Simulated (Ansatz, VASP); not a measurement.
**One calculation of Pb, two programs**

The input INCAR:

```
SYSTEM = Pb
PREC = Accurate ; ENCUT = 520
EDIFF = 1E-6 ; ISMEAR = -1
SIGMA = 0.05 ; LREAL = .False.
LASPH = .True. ; NELM = 100
ALGO = Normal ; ISIF = 2
LWAVE = .False. ; LCHARG = .False.
GGA = CA ; NBANDS = 21
```

File KPOINTS:

```
Automatic mesh
0
Gamma
  8 8 8
  0 0 0
```

Contents of POSCAR:

```
Pb
1.0
    0.0000000000      3.3687966822      3.3687966822
    3.3687966822      0.0000000000      3.3687966822
    3.3687966822      3.3687966822      0.0000000000
Pb
2
Direct
    0.0000000000      0.0000000000      0.0000000000
    0.2500000000      0.2500000000      0.2500000000
```

Input for Ansatz:

```yaml
crystal:
  lattice:
    - [0.0, 3.3687966822, 3.3687966822]
    - [3.3687966822, 0.0, 3.3687966822]
    - [3.3687966822, 3.3687966822, 0.0]
  atoms:
    - { symbol: Pb, position: [0.0, 0.0, 0.0] }
    - { symbol: Pb, position: [0.25, 0.25, 0.25] }
kpoints:
  mp_grid: { grid: [8, 8, 8] }
  band_path:
    path:
      - [0.0, 0.0, 0.0]
      - [0.5, 0.0, 0.5]
      - [0.625, 0.25, 0.625]
      - [0.375, 0.375, 0.75]
      - [0.0, 0.0, 0.0]
      - [0.5, 0.5, 0.5]
      - [0.5, 0.25, 0.75]
      - [0.5, 0.0, 0.5]
    npoints: 5
scf:
  occupations: { method: fermi_dirac, width: 0.05 }
hamiltonian:
  xc: lda
  pseudopotentials: { kind: all_electron, lapw: { basis_error: 0.00025 } }
output:
  forces: true
  stress: true
  eigenvalues: true
```

Change from the starting cell: volume scaled by 0.94.

Alike in both runs: task single point; functional LDA; k mesh 8 × 8 × 8; occupations fermi-dirac, width 0.05 eV; no spin polarisation.

```csv
,VASP,Ansatz
version,VASP 6.6.1,Ansatz 0.2.0
potentials or method,"VASP PAW LDA potentials, release 64 (Pb_d), cutoff 520 eV","all-electron LAPW, scalar-relativistic"
```

```tsv
	VASP	Ansatz	Ansatz less VASP
pressure (GPa)	1.4	1.4	-0.01
```

LDA's correlation is that of Perdew and Zunger in VASP and of Perdew and Wang (1992) in Ansatz. Ansatz ran all-electron here, and VASP with PAW potentials.

Spin-orbit coupling is off throughout.
